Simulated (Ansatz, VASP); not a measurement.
One calculation of HfN, two programs

INCAR

```
SYSTEM = HfN
PREC     = Accurate       ! precision mode
ENCUT    = 520            ! plane-wave cutoff, eV
EDIFF    = 1E-7           ! SCF threshold, eV
ISMEAR   = 1              ! smearing method
SIGMA    = 0.2            ! smearing width, eV
LREAL    = .False.        ! projectors in reciprocal space
LASPH    = .True.         ! aspherical terms in the spheres
NELM     = 100            ! most SCF steps
ALGO     = Normal         ! electronic algorithm
ISIF     = 2              ! what is computed and relaxed
LWAVE    = .False.        ! write WAVECAR
LCHARG   = .False.        ! write CHGCAR
GGA      = PE             ! functional
NBANDS   = 14             ! bands
```

File KPOINTS:

```
regular mesh
0
Gamma
  18 18 18
  0 0 0
```

POSCAR

```
HfN
1.0
    0.0000000000      2.2590000000      2.2590000000
    2.2590000000      0.0000000000      2.2590000000
    2.2590000000      2.2590000000      0.0000000000
Hf N
1 1
Direct
   -0.0221336875     -0.0221336875     -0.0404698345
    0.5000000000      0.5000000000      0.5000000000
```

Input for Ansatz:

```yaml
crystal:
  lattice:
    - [0.0, 2.259, 2.259]
    - [2.259, 0.0, 2.259]
    - [2.259, 2.259, 0.0]
  atoms:
    - { symbol: Hf, position: [-0.0221336875, -0.0221336875, -0.0404698345] }
    - { symbol: "N", position: [0.5, 0.5, 0.5] }
basis:
  ecutwfc: 420
kpoints:
  mp_grid: { grid: [18, 18, 18] }
hamiltonian:
  xc: pbe
scf:
  occupations: { method: cold, width: 0.2 }
output:
  forces: true
  stress: true
  eigenvalues: true
```

Alike in both runs: task single point; functional PBE; k mesh 18 × 18 × 18; no spin polarisation.

```csv
,VASP,Ansatz
version,VASP 6.6.1,Ansatz 0.2.0
potentials or method,"VASP PAW PBE potentials, release 64 (Hf_pv, N), cutoff 520 eV","scalar-relativistic, plane waves, PAW"
occupations,"methfessel-paxton of order 1, width 0.2 eV","cold, width 0.2 eV"
valence electrons in the cell,15,31
```

VASP gave:

* gap on the k mesh at the Fermi level (eV): none
* pressure (GPa): 9.6
* traceless stress, the component that is largest in VASP (GPa): -2.48
* rms of the force components (eV/Å): 1.472

Q: Estimate Ansatz's values.

A: gap on the k mesh at the Fermi level (eV): none; pressure (GPa): 11.8; traceless stress, the component that is largest in VASP (GPa): -2.54; rms of the force components (eV/Å): 1.469.

Atom by atom the forces differ by 0.003 eV/Å (rms over components). A gap of «none» marks a metal or a gap that the smearing closes. VASP's potentials hold 15 valence electrons a cell and Ansatz's 31, so a difference there can come from the potentials and not from the codes.

Neither program's run includes spin-orbit coupling.
